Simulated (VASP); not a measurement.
**B32N31 (a cell with a defect): single point with PBEsol**

System: B32N31 (a cell with a defect).

```xyz
63
Lattice="7.2116 0.0000 0.0000 0.0000 7.2116 0.0000 0.0000 0.0000 7.2116" Properties=species:S:1:pos:R:3 pbc="T T T"
B     7.2114    0.0045    7.2094
B     7.2092    0.0022    3.6039
B     7.2098    3.6106    7.2073
B     7.2039    3.6104    3.6036
B     3.6058    0.0031    7.2074
B     3.6055    7.2087    3.6036
B     3.6055    3.6105    7.2020
B     3.5239    3.5278    3.5179
B     1.8009    1.8059    7.2019
B     1.7925    1.7974    3.5962
B     1.8076    5.4134    7.2029
B     1.8097    5.3972    3.5967
B     5.4087    1.8123    7.2032
B     5.3926    1.8144    3.5967
B     5.4094    5.4142    0.0037
B     5.4229    5.4286    3.6380
B     1.8008    7.2091    1.7989
B     1.8078    7.2098    5.4062
B     1.7921    3.6032    1.7901
B     1.8098    3.6037    5.3903
B     5.4085    7.2099    1.8057
B     5.4093    0.0104    5.4072
B     5.3929    3.6032    1.8071
B     5.4257    3.6448    5.4250
B     7.2043    1.8057    1.7990
B     7.2052    1.8126    5.4064
B     7.2050    5.4132    1.8058
B     0.0054    5.4140    5.4070
B     3.5984    1.7968    1.7899
B     3.5989    1.8146    5.3902
B     3.5983    5.3975    1.8071
B     3.6414    5.4311    5.4247
N     0.9003    0.9052    0.8983
N     0.8949    0.8997    4.5007
N     0.8949    4.5076    0.8929
N     0.9040    4.5116    4.5046
N     4.5027    0.8996    0.8928
N     4.5067    0.9089    4.5046
N     4.5068    4.5115    0.9019
N     2.7017    2.7066    0.8884
N     2.6858    2.6905    4.4926
N     2.7074    6.3102    0.8983
N     2.7336    6.2906    4.4990
N     6.3055    2.7124    0.8983
N     6.2858    2.7383    4.4990
N     6.3099    6.3146    0.9058
N     6.3133    6.3182    4.5135
N     2.7017    0.8955    2.6996
N     2.7076    0.9056    6.3028
N     2.6844    4.5000    2.6819
N     2.7336    4.5058    6.2839
N     6.3052    0.9053    2.7057
N     6.3100    0.9124    6.3078
N     6.2855    4.5052    2.7314
N     6.3146    4.5205    6.3126
N     0.8907    2.7066    2.6998
N     0.9009    2.7127    6.3029
N     0.9006    6.3099    2.7058
N     0.9074    6.3147    6.3077
N     4.4954    2.6888    2.6816
N     4.5008    2.7380    6.2841
N     4.5003    6.2906    2.7310
N     4.5158    6.3199    6.3130
```

- Program: VASP 6.6.1
- Task: single point
- Functional: PBEsol
- Potentials or basis: VASP PAW PBE potentials, release 64 (B, N)
- Cutoff: 520 eV
- k mesh: 1 × 1 × 1, shifted
- Occupations: fermi-dirac, width 0.05 eV
- Spin: collinear spin

- Pressure: -0.5 GPa
- Largest force: 0.028 eV/Å
- Band gap on the k mesh: 0.83 eV
- Net moment: 1.00 μB per cell
- Site moments: B +0.00, +0.01, +0.34, +0.02, -0.00 (each value once); N +0.00, -0.00, +0.01 (each value once) μB
- Valence electrons inside the program's atomic spheres: B 2.04, 2.05, 2.06, 2.02, 1.91 (each value once); N 3.97, 3.96, 3.98, 3.95 (each value once)

Forces on the atoms (eV/Å):
```
B    0.002  0.002 -0.001
B   -0.003  0.001 -0.003
B   -0.001 -0.001  0.000
B    0.001  0.002  0.005
B   -0.004 -0.006  0.001
B    0.000  0.002 -0.001
B    0.004  0.001  0.001
B   -0.002  0.008  0.021
B    0.001 -0.004 -0.001
B    0.001 -0.001  0.000
B    0.002 -0.004  0.002
B    0.006  0.003  0.001
B   -0.008  0.002 -0.004
B    0.000  0.001 -0.001
B   -0.001  0.003  0.003
B   -0.005 -0.012  0.010
B   -0.001 -0.003 -0.004
B    0.001  0.002 -0.001
B    0.000 -0.001 -0.002
B    0.011  0.004 -0.001
B   -0.006 -0.003  0.002
B    0.000 -0.003  0.002
B   -0.003  0.002  0.004
B   -0.013  0.014 -0.020
B   -0.003 -0.003 -0.003
B    0.000  0.000 -0.002
B   -0.001 -0.004  0.004
B    0.000  0.003  0.004
B   -0.003 -0.001 -0.002
B   -0.002  0.004  0.002
B    0.003  0.003  0.001
B   -0.001 -0.017 -0.016
N    0.000 -0.001 -0.001
N    0.002  0.001  0.002
N    0.000  0.003 -0.001
N   -0.002 -0.003 -0.001
N    0.005  0.004  0.003
N    0.003 -0.001 -0.001
N    0.001 -0.002 -0.003
N    0.000 -0.001  0.003
N    0.001 -0.001 -0.001
N    0.001  0.002  0.002
N   -0.003  0.000  0.000
N    0.001  0.000  0.002
N    0.000 -0.006 -0.001
N    0.001  0.001 -0.002
N   -0.001  0.002  0.000
N    0.001  0.001  0.004
N    0.003  0.002  0.001
N    0.007  0.002  0.005
N   -0.006  0.003 -0.001
N    0.000  0.000  0.002
N    0.001 -0.001 -0.003
N    0.001  0.003 -0.007
N   -0.002  0.001  0.000
N    0.000  0.000 -0.003
N   -0.002 -0.002  0.000
N    0.000 -0.002  0.000
N   -0.001 -0.002 -0.002
N    0.005  0.008  0.002
N    0.003 -0.002  0.003
N    0.001  0.000 -0.002
N    0.006 -0.003 -0.003
```

Stress tensor (GPa, compression positive):
```
-0.56  1.22  1.29
 1.22 -0.52  1.30
 1.29  1.30 -0.44
```

Levels at points of the mesh, in eV from the valence-band top:
Spin up:
```csv
k point,band 124,band 125,band 126,band 127,band 128,band 129
"(0.25, 0.25, 0.25)",-4.44,-4.17,0.00,0.83,0.84,1.73
```
Spin down:
```
           k point  band 123  band 124  band 125  band 126  band 127  band 128
(0.25, 0.25, 0.25)     -4.43     -4.43     -3.96      0.96      0.97      0.99
```

It took 6.5 min on 1 thread of Intel(R) Xeon(R) Platinum 8375C CPU @ 2.90GHz (Ice Lake), on a shared host, peak memory 0.54 GiB.

Caveat: the PAW data sets were made with another functional, which shifts forces and pressure a little.
